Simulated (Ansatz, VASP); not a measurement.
# Two plane-wave programs on Sn3H

```
CELL_PARAMETERS angstrom
-2.19741 2.19741 4.79939
2.19741 -2.19741 4.79939
2.19741 2.19741 -4.79939
ATOMIC_POSITIONS crystal
Sn 0.50000 0.50000 0.00000
Sn 0.25000 0.75000 0.50000
Sn 0.75000 0.25000 0.50000
H 0.00000 0.00000 0.00000
```

Alike in both runs: functional PBE; k mesh 6 × 6 × 6; occupations gaussian, width 0.1 eV; no spin polarisation.

Ansatz relaxed the structure, and its values are those at the end. VASP's run is a single point on that final structure, the one shown.

|  | VASP | Ansatz |
| --- | --- | --- |
| version | VASP 6.6.1 | Ansatz 0.2.0 |
| potentials or method | VASP PAW PBE potentials, release 64 (Sn_d, H), cutoff 520 eV | scalar-relativistic, plane waves, PAW |
| valence electrons in the cell | 43 | 43 |

```tsv
	VASP	Ansatz	Ansatz less VASP
gap on the k mesh at the Fermi level (eV)	none	none	-
pressure (GPa)	-0.3	-0.2	+0.06
```

A gap of «none» marks a metal or a gap that the smearing closes. The functional is the same, so the differences come from potentials, cutoffs and numerics.
